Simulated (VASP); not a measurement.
# W (Pm-3m) in VASP: a series of runs

W is run at these levels: PBE; tasks: single point.

Program: VASP 6.6.1. These are calculated values, not measurements. Logs are shortened: lines on timing, memory, paths and dates and some standing lists are left out, and cuts for length are marked.

### 1 The cell of the first run

Symmetry: Pm-3m, No. 221, cubic system. Conventional cell: a = 2.659 Å, b = 2.659 Å, c = 2.659 Å, α = 90.00°, β = 90.00°, γ = 90.00°. Within 3.5 Å of W (site symmetry m-3m) lie 6 W at 2.66 Å.

This isn't the form of W at room conditions, which is bcc.

### 2 Single point, PBE

Input file INCAR:

```
SYSTEM = W
PREC     = Accurate       ! precision mode
ENCUT    = 520            ! plane-wave cutoff, eV
EDIFF    = 1E-6           ! SCF threshold, eV
ISMEAR   = -1             ! smearing method
SIGMA    = 0.06122561905347299 ! smearing width, eV
LREAL    = .False.        ! projectors in reciprocal space
LASPH    = .True.         ! aspherical terms in the spheres
NELM     = 80             ! most SCF steps
ALGO     = Normal         ! electronic algorithm
ISIF     = 2              ! what is computed and relaxed
LWAVE    = .False.        ! write WAVECAR
LCHARG   = .True.         ! write CHGCAR
GGA      = PE             ! functional
LELF     = .True.         ! ELF
LVHAR    = .True.       
NBANDS   = 13             ! bands
```

Input file KPOINTS:

```
regular mesh
0
Gamma
  41 41 41
  0 0 0
```

Input file POSCAR:

```
W
1.0
    2.6594869457      0.0000000000      0.0000000000
    0.0000000000      2.6594869457      0.0000000000
    0.0000000000      0.0000000000      2.6594869457
W
1
Direct
    0.0000000000      0.0000000000      0.0000000000
```

Potentials or basis: VASP PAW PBE potentials, release 64 (W_sv).

The run is started by

```sh
cat potpaw_PBE.64/W_sv/POTCAR > POTCAR
mpirun -np 1 vasp_std > vasp.out
```

OUTCAR:

```text
SYSTEM = W
   PREC = Accurate
   ENCUT = 520
   EDIFF = 1E-6
   ISMEAR = -1
   LREAL = .False.
   LASPH = .True.
   NELM = 80
   ISIF = 2
   GGA = PE

 ion  position               nearest neighbor table
   1  0.000  0.000  0.000-

  LATTYP: Found a simple cubic cell.
 ALAT       =     2.6594869457

  Lattice vectors:

 A1 = (   2.6594869457,   0.0000000000,   0.0000000000)
 A2 = (   0.0000000000,   2.6594869457,   0.0000000000)
 A3 = (   0.0000000000,   0.0000000000,   2.6594869457)

Analysis of symmetry for initial positions (statically):
=====================================================================
 Subroutine PRICEL returns:
 Original cell was already a primitive cell.

 Routine SETGRP: Setting up the symmetry group for a
 simple cubic supercell.

 Subroutine GETGRP returns: Found 48 space group operations
 (whereof 48 operations were pure point group operations)
 out of a pool of 48 trial point group operations.

The static configuration has the point symmetry O_h .

Analysis of symmetry for dynamics (positions and initial velocities):
=====================================================================
 Subroutine PRICEL returns:
 Original cell was already a primitive cell.

 Routine SETGRP: Setting up the symmetry group for a
 simple cubic supercell.

 Subroutine GETGRP returns: Found 48 space group operations
 (whereof 48 operations were pure point group operations)
 out of a pool of 48 trial point group operations.

The dynamic configuration has the point symmetry O_h .

 Subroutine INISYM returns: Found 48 space group operations
 (whereof 48 operations are pure point group operations),
 and found     1 'primitive' translations

----------------------------------------------------------------------------------------

                                     Primitive cell

  volume of cell :      18.8102

  direct lattice vectors                    reciprocal lattice vectors
     2.659486946  0.000000000  0.000000000     0.376012374  0.000000000  0.000000000
     0.000000000  2.659486946  0.000000000     0.000000000  0.376012374  0.000000000
     0.000000000  0.000000000  2.659486946     0.000000000  0.000000000  0.376012374

  length of vectors
     2.659486946  2.659486946  2.659486946     0.376012374  0.376012374  0.376012374

  position of ions in fractional coordinates (direct lattice)
     0.000000000  0.000000000  0.000000000

  ion indices of the primitive-cell ions
[... 75 lines left out ...]
   LREAL  =      F    real-space projection
   EDIFFG = 0.1E-04   stopping-criterion for IOM
   NSW    =      0    number of steps for IOM
   IBRION =     -1    ionic relax: 0-MD 1-quasi-New 2-CG
   NFREE  =      0    steps in history (QN), initial steepest desc. (CG)
   ISIF   =      2    stress and relaxation
   ISYM   =      2    0-nonsym 1-usesym 2-fastsym
   POTIM  = 0.5000    time-step for ionic-motion
   TEBEG  =    0.0;   TEEND  =   0.0 temperature during run
   PSTRESS=    0.0 pullay stress
   NELECT =      14.0000    total number of electrons
   NUPDOWN=      -1.0000    fix difference up-down
   EMIN   =  10.00;   EMAX   =-10.00  energy-range for DOS
   EFERMI =   0.00;   METHOD = LEGACY
   ISMEAR =    -1;   SIGMA  =   0.06  broadening in eV -4-tet -1-fermi 0-gaus
   EFERMI_NEDOS =   21; number of points for ismear=-14 and -15
   IALGO  =     38    algorithm
   IMIX   =      4    mixing-type and parameters
     AMIX     =   0.40;   BMIX     =  1.00
     AMIX_MAG =   1.60;   BMIX_MAG =  1.00
  volume/ion in A,a.u.               =      18.81       126.94
  Fermi-wavevector in a.u.,A,eV,Ry     =   1.483610  2.803616 29.947750  2.201098
  Thomas-Fermi vector in A             =   2.597250
   LORBIT       =      0    0 simple, 1 ext, 2 COOP (PROOUT), +10 PAW based schemes
   GGA     = PE    functional components
[... 5 lines left out ...]
 non-spin polarized calculation
  energy-cutoff  :      520.00
  volume of cell :       18.81
 maximum number of plane-waves:       521
 NGX is ok and might be reduce to    20
   NGX =  9   NGY =  9   NGZ =  9

 number of electron      13.9999994 magnetization

 Free energy of the ion-electron system (eV)
  ---------------------------------------------------
  ext. energy  EPLUGINS =         0.00000000
  ---------------------------------------------------
  free energy    TOTEN  =       -11.50981665 eV

  energy without entropy =      -11.49728006  energy(sigma->0) =      -11.50354836

 E-fermi :   9.0258     XC(G=0): -12.5483

 val. band max:        9.0257262297   @ k =   0.4634   0.3171   0.1951
 cond. band min:       9.0264929568   @ k =   0.3171   0.2927   0.0976
 fundamental gap:      0.0007667271
 Fermi energy:         9.0258041312

 k-point     1 :       0.0000    0.0000    0.0000
  band No.  band energies     occupation
      1     -65.1016      2.00000
      2     -28.7477      2.00000
      3     -28.7477      2.00000
      4     -28.7477      2.00000
      5       0.5955      2.00000
      6       4.8438      2.00000
      7       4.8438      2.00000
      8      13.5525      0.00000
      9      13.5525      0.00000
     10      13.5525      0.00000
     11      23.4395      0.00000
     12      23.4395      0.00000
     13      23.4395      0.00000
[... 354 lines left out ...]
  band No.  band energies     occupation
      1     -65.0967      2.00000
      2     -28.8121      2.00000
      3     -28.7497      2.00000
      4     -28.7418      2.00000
      5       0.7831      2.00000
      6       4.9025      2.00000
      7       5.0270      2.00000
      8      13.2438      0.00000
      9      13.2781      0.00000
     10      13.5421      0.00000
     11      22.5688      0.00000
     12      23.6977      0.00000
     13      23.8516      0.00000

 [... further k-points ...]

------------------------ aborting loop because EDIFF is reached ----------------------------------------

  FORCE on cell =-STRESS in cart. coord.  units (eV):
  Direction    XX          YY          ZZ          XY          YZ          ZX
  --------------------------------------------------------------------------------------
  -------------------------------------------------------------------------------------
  Total       -0.5200189     -0.5200189     -0.5200189      0.0000000      0.0000000     -0.0000000
  in kB      -44.2931082    -44.2931082    -44.2931082      0.0000000      0.0000000     -0.0000000
  external PRESSURE =     -44.2931082 kB  Pullay stress =       0.0000000 kB

 VOLUME and BASIS-vectors are now :
 -----------------------------------------------------------------------------
  energy-cutoff  :      520.00
  volume of cell :       18.81
      direct lattice vectors                 reciprocal lattice vectors
     2.659486946  0.000000000  0.000000000     0.376012374  0.000000000  0.000000000
     0.000000000  2.659486946  0.000000000     0.000000000  0.376012374  0.000000000
     0.000000000  0.000000000  2.659486946     0.000000000  0.000000000  0.376012374

 POSITION                                       TOTAL-FORCE (eV/Angst)
 -----------------------------------------------------------------------------------
      0.00000      0.00000      0.00000         0.000000      0.000000      0.000000
 -----------------------------------------------------------------------------------
    total drift:                               -0.000000      0.000000     -0.000000

  FREE ENERGIE OF THE ION-ELECTRON SYSTEM (eV)
  ---------------------------------------------------
  free  energy   TOTEN  =       -11.5098166536 eV

  energy  without entropy=      -11.4972800578  energy(sigma->0) =      -11.50354836
```

Run time: 3.7 min. Hardware: 1 thread of Oxide Virtual Turin-like, shared host; peak memory 0.43 GiB.

Results:

* Free energy: -11.5098 eV
* Pressure: -4.4 GPa
* Band gap on the k mesh: zero (bands 7 and 8 overlap by 2.88 eV)

Caveat: the cell stands under tension; spin-orbit coupling is left out, which moves the levels of the heavy elements.

### 3 Single point, PBE

This run uses another cell than the first one, of 19.18 Å³/atom.

Input file INCAR:

```
ALGO = Normal
EDIFF = 1E-6
ENCUT = 520
GGA = PE
ISIF = 2
ISMEAR = -1
LASPH = True
LCHARG = False
LREAL = False
LWAVE = False
NBANDS = 13
NELM = 80
PREC = Accurate
SIGMA = 0.06122561905347299
```

Input file KPOINTS:

```
k-points
0
Gamma
  41 41 41
```

Input file POSCAR:

```
W
1.0
    2.6767568254      0.0000000000      0.0000000000
    0.0000000000      2.6767568254      0.0000000000
    0.0000000000      0.0000000000      2.6767568254
W
1
Direct
    0.0000000000      0.0000000000      0.0000000000
```

Potentials or basis: VASP PAW PBE potentials, release 64 (W_sv).

The run is started by

```sh
cat potpaw_PBE.64/W_sv/POTCAR > POTCAR
mpirun -np 1 vasp_std > vasp.out
```

It took 4.8 min on 1 thread of Oxide Virtual Turin-like, shared host; peak memory 0.44 GiB.

Results (log left out):

```
Free energy            : -11.4955 eV
Pressure               : -8.1 GPa
Band gap on the k mesh : zero (bands 7 and 8 overlap by 2.77 eV)
```

Levels at points of the mesh, in eV from the Fermi level:
```csv
k point,band 3,band 4,band 5,band 6,band 7,band 8,band 9,band 10,band 11,band 12
"(0.00, 0.00, 0.00)",-37.81,-37.81,-8.33,-4.08,-4.08,4.41,4.41,4.41,14.25,14.25
```

Caveat: the cell stands under tension; spin-orbit coupling is left out, which moves the levels of the heavy elements.

### 4 Single point, PBE

This run uses another cell than the first one, of 19.55 Å³/atom.

Input file INCAR:

```
SYSTEM = W
PREC = Accurate ; ENCUT = 520
EDIFF = 1E-6 ; ISMEAR = -1
SIGMA = 0.06122561905347299 ; LREAL = .FALSE.
LASPH = .TRUE. ; NELM = 100
ALGO = Normal ; ISIF = 2
LWAVE = .FALSE. ; LCHARG = .FALSE.
GGA = PE ; NBANDS = 13
```

Input file KPOINTS:

```
regular mesh
0
G
  41 41 41
  0 0 0
```

Input file POSCAR:

```
W
1.0
    2.6938066916      0.0000000000      0.0000000000
    0.0000000000      2.6938066916      0.0000000000
    0.0000000000      0.0000000000      2.6938066916
W
1
Direct
    0.0000000000      0.0000000000      0.0000000000
```

Potentials or basis: VASP PAW PBE potentials, release 64 (W_sv).

The run is started by

```sh
cat potpaw_PBE.64/W_sv/POTCAR > POTCAR
mpirun -np 1 vasp_std > vasp.out
```

OUTCAR:

```text
SYSTEM = W
   PREC = Accurate
   ENCUT = 520
   EDIFF = 1E-6
   ISMEAR = -1
   LREAL = .FALSE.
   LASPH = .TRUE.
   NELM = 100
   ISIF = 2
   GGA = PE

 ion  position               nearest neighbor table
   1  0.000  0.000  0.000-

  LATTYP: Found a simple cubic cell.
 ALAT       =     2.6938066916

  Lattice vectors:

 A1 = (   2.6938066916,   0.0000000000,   0.0000000000)
 A2 = (   0.0000000000,   2.6938066916,   0.0000000000)
[... 560 lines left out ...]
     11      21.7816      0.00000
     12      22.8793      0.00000
     13      23.0283      0.00000

 [... further k-points ...]

------------------------ aborting loop because EDIFF is reached ----------------------------------------

  FORCE on cell =-STRESS in cart. coord.  units (eV):
  Direction    XX          YY          ZZ          XY          YZ          ZX
  --------------------------------------------------------------------------------------
  -------------------------------------------------------------------------------------
  Total       -1.3896152     -1.3896152     -1.3896152      0.0000000      0.0000000     -0.0000000
  in kB     -113.8953099   -113.8953099   -113.8953099      0.0000000      0.0000000     -0.0000000
  external PRESSURE =    -113.8953099 kB  Pullay stress =       0.0000000 kB

 VOLUME and BASIS-vectors are now :
 -----------------------------------------------------------------------------
  energy-cutoff  :      520.00
  volume of cell :       19.55
      direct lattice vectors                 reciprocal lattice vectors
     2.693806692  0.000000000  0.000000000     0.371221886  0.000000000  0.000000000
     0.000000000  2.693806692  0.000000000     0.000000000  0.371221886  0.000000000
     0.000000000  0.000000000  2.693806692     0.000000000  0.000000000  0.371221886

 POSITION                                       TOTAL-FORCE (eV/Angst)
 -----------------------------------------------------------------------------------
      0.00000      0.00000      0.00000         0.000000      0.000000      0.000000
 -----------------------------------------------------------------------------------
    total drift:                               -0.000000     -0.000000     -0.000000

  FREE ENERGIE OF THE ION-ELECTRON SYSTEM (eV)
  ---------------------------------------------------
  free  energy   TOTEN  =       -11.4731741286 eV

  energy  without entropy=      -11.4600197524  energy(sigma->0) =      -11.46659694
```

It took 6.4 min on 1 thread of Oxide Virtual Turin-like, shared host; peak memory 0.45 GiB.

What came out:

| Property | Result |
| --- | --- |
| Free energy | -11.4732 eV |
| Pressure | -11.4 GPa |
| Band gap on the k mesh | zero (bands 7 and 8 overlap by 2.68 eV) |

Levels at points of the mesh, in eV from the Fermi level:
```csv
k point,band 3,band 4,band 5,band 6,band 7,band 8,band 9,band 10,band 11,band 12
"(0.00, 0.00, 0.00)",-37.85,-37.85,-8.23,-3.98,-3.98,4.29,4.29,4.29,14.09,14.09
```

Caveat: the cell stands under tension; spin-orbit coupling is left out, which moves the levels of the heavy elements.

### 5 Summary

```csv
cell,gap on the mesh (eV),pressure (GPa)
"a = 2.659 Å, 1 atom",none,-4.4
"a = 2.677 Å, 1 atom",none,-8.1
"a = 2.694 Å, 1 atom",none,-11.4
```

Alike in all rows: task single point; level PBE; potentials or basis VASP PAW PBE potentials, release 64 (W_sv); no spin polarisation; k mesh 41 × 41 × 41; cutoff (eV) 520; smearing fermi-dirac 0.0612256 eV.

Caveats: the cell stands under tension; spin-orbit coupling is left out, which moves the levels of the heavy elements.

Total energies depend on the potentials used, so only differences within one code and one set of settings carry meaning.
